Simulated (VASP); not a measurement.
# Nb (Pm-3m) in VASP: notebook, part 2 of 2

VASP 6.6.1. The steps go on from the part before.

### Step 3. Relaxation of cell and atoms, PBE, target pressure 28 GPa, at which the enthalpy is minimised

This run uses another cell than the first one, of 17.43 Å³/atom, 1.017 times its volume.

File INCAR:

```
SYSTEM = Nb
PREC = Accurate ; ENCUT = 600
EDIFF = 1E-6 ; ISMEAR = -1
SIGMA = 0.08 ; LREAL = .False.
LASPH = .True. ; NELM = 80
ALGO = Normal ; ISIF = 3
LWAVE = .False. ; LCHARG = .False.
GGA = PE ; IBRION = 2
NSW = 60 ; EDIFFG = -0.005
PSTRESS = 280.0
```

File KPOINTS:

```
regular mesh
0
Gamma
  15 15 15
  0 0 0
```

File POSCAR:

```
Nb
1.0
    2.5926475216      0.0000000000      0.0000000000
    0.0000000000      2.5926475216      0.0000000000
    0.0000000000      0.0000000000      2.5926475216
Nb
1
Direct
    0.0000000000      0.0000000000      0.0000000000
```

Potentials or basis: VASP PAW PBE potentials, release 64 (Nb_sv).

Command:

```
$ cat potpaw_PBE.64/Nb_sv/POTCAR > POTCAR
$ mpirun -np 1 vasp_std > vasp.out
```

OUTCAR:

```text
SYSTEM = Nb
   PREC = Accurate
   ENCUT = 600
   EDIFF = 1E-6
   ISMEAR = -1
   LREAL = .False.
   LASPH = .True.
   NELM = 80
   ISIF = 3
   GGA = PE
   IBRION = 2
   NSW = 60
   EDIFFG = -0.005
   PSTRESS = 280.0

 ion  position               nearest neighbor table
   1  0.000  0.000  0.000-

  LATTYP: Found a simple cubic cell.
 ALAT       =     2.5926475216

  Lattice vectors:

 A1 = (   2.5926475216,   0.0000000000,   0.0000000000)
 A2 = (   0.0000000000,   2.5926475216,   0.0000000000)
 A3 = (   0.0000000000,   0.0000000000,   2.5926475216)

Analysis of symmetry for initial positions (statically):
=====================================================================
 Subroutine PRICEL returns:
 Original cell was already a primitive cell.

 Routine SETGRP: Setting up the symmetry group for a
 simple cubic supercell.

 Subroutine GETGRP returns: Found 48 space group operations
 (whereof 48 operations were pure point group operations)
 out of a pool of 48 trial point group operations.

The static configuration has the point symmetry O_h .

Analysis of symmetry for dynamics (positions and initial velocities):
=====================================================================
 Subroutine PRICEL returns:
 Original cell was already a primitive cell.

 Routine SETGRP: Setting up the symmetry group for a
 simple cubic supercell.

 Subroutine GETGRP returns: Found 48 space group operations
 (whereof 48 operations were pure point group operations)
 out of a pool of 48 trial point group operations.

The dynamic configuration has the point symmetry O_h .

 Subroutine INISYM returns: Found 48 space group operations
 (whereof 48 operations are pure point group operations),
 and found     1 'primitive' translations

----------------------------------------------------------------------------------------

                                     Primitive cell

  volume of cell :      17.4273

[... 122 lines left out ...]
 NGX is ok and might be reduce to    24
   NGX = 11   NGY = 11   NGZ = 11

--------------------------------------- Ionic step        1  -------------------------------------------

 number of electron      12.9999999 magnetization

 Free energy of the ion-electron system (eV)
  ---------------------------------------------------
  ext. energy  EPLUGINS =         0.00000000
  ---------------------------------------------------
  free energy    TOTEN  =        -9.04934396 eV

  energy without entropy =       -9.01966072  energy(sigma->0) =       -9.03450234

------------------------ aborting loop because EDIFF is reached ----------------------------------------

  FORCE on cell =-STRESS in cart. coord.  units (eV):
  Direction    XX          YY          ZZ          XY          YZ          ZX
  --------------------------------------------------------------------------------------
  -------------------------------------------------------------------------------------
  Total        2.6472877      2.6472877      2.6472877      0.0000000      0.0000000     -0.0000000
  in kB      243.3779856    243.3779856    243.3779856      0.0000000      0.0000000     -0.0000000
  external PRESSURE =     -36.6220144 kB  Pullay stress =     280.0000000 kB
[... 209 lines left out ...]
--------------------------------------- Ionic step        7  -------------------------------------------

 number of electron      13.0000000 magnetization

 Free energy of the ion-electron system (eV)
  ---------------------------------------------------
  ext. energy  EPLUGINS =         0.00000000
  ---------------------------------------------------
  free energy    TOTEN  =        -9.00120785 eV

  energy without entropy =       -8.97258273  energy(sigma->0) =       -8.98689529

 E-fermi :  12.0356     XC(G=0): -12.6423

 val. band max:       12.0339514915   @ k =   0.4667   0.2000   0.0667
 cond. band min:      12.0389846854   @ k =   0.2667   0.2000   0.2000
 fundamental gap:      0.0050331939
 Fermi energy:        12.0355756974

 k-point     1 :       0.0000    0.0000    0.0000
  band No.  band energies     occupation
      1     -42.6526      2.00000
      2     -17.5134      2.00000
      3     -17.5134      2.00000
      4     -17.5134      2.00000
      5       6.1096      2.00000
      6       8.5620      2.00000
      7       8.5620      2.00000
      8      18.1600      0.00000
      9      18.1600      0.00000
     10      18.1600      0.00000
[... 287 lines left out ...]
 k-point    24 :       0.3333    0.2000    0.0000
  band No.  band energies     occupation
      1     -42.2981      2.00000
      2     -19.1315      2.00000
      3     -18.1438      2.00000
      4     -17.2806      2.00000
      5       9.0316      2.00000
      6      10.1653      2.00000
      7      12.1050      0.59158
      8      15.0284      0.00000
      9      15.1013      0.00000
     10      16.9073      0.00000

 [... further k-points ...]

------------------------ aborting loop because EDIFF is reached ----------------------------------------

  FORCE on cell =-STRESS in cart. coord.  units (eV):
  Direction    XX          YY          ZZ          XY          YZ          ZX
  --------------------------------------------------------------------------------------
  -------------------------------------------------------------------------------------
  Total        2.9956031      2.9956031      2.9956031     -0.0000000     -0.0000000      0.0000000
  in kB      280.1516434    280.1516434    280.1516434     -0.0000000     -0.0000000      0.0000000
  external PRESSURE =       0.1516434 kB  Pullay stress =     280.0000000 kB
[... 20 lines left out ...]
  energy  without entropy=       -8.9725827290  energy(sigma->0) =       -8.98689529

  enthalpy is  TOTEN    =        -6.0072262874 eV   P V=        2.9939815610

 reached required accuracy - stopping structural energy minimisation
```

It took 94 s on 1 thread of Intel Xeon Platinum 8259CL at 2.50GHz (Skylake/Cascade Lake), shared host; peak memory 0.16 GiB.

What came out:

| Quantity | Value |
| --- | --- |
| Free energy | -9.0012 eV |
| Relaxed volume | 17.13 Å³/atom |
| Relaxed cell | a = 2.578 Å, b = 2.578 Å, c = 2.578 Å, α = 90.00°, β = 90.00°, γ = 90.00° |
| Space group after relaxing (to 0.05 Å) | Pm-3m (No. 221) |
| Energy change on relaxing (the enthalpy is what falls) | +48.1 meV/atom |
| Ionic steps | 7 |
| Pressure after relaxing | 28.0 GPa |

Step by step:
```csv
step,energy change (eV),largest force (eV/Å),pressure (GPa),volume (Å³)
1,0.0000,0.0000,24.34,17.43
2,0.1899,0.0000,38.12,16.44
3,0.0471,0.0000,27.91,17.14
4,0.0481,0.0000,27.95,17.13
5,0.0495,0.0000,28.09,17.12
6,0.0458,0.0000,27.83,17.15
7,0.0481,0.0000,28.02,17.13
```

Final structure:
```
Nb
1.0
     2.57791    0.00000    0.00000
     0.00000    2.57791    0.00000
     0.00000    0.00000    2.57791
Nb
1
Cartesian
  0.0000 0.0000 0.0000
```

Levels at points of the mesh, in eV from the Fermi level:
| k point | band 3 | band 4 | band 5 | band 6 | band 7 | band 8 | band 9 | band 10 |
| --- | --- | --- | --- | --- | --- | --- | --- | --- |
| (0.00, 0.00, 0.00) | -29.55 | -29.55 | -5.93 | -3.47 | -3.47 | 6.12 | 6.12 | 6.12 |

Caveat: the cell is relaxed towards a set pressure, so the enthalpy falls and the energy may rise.
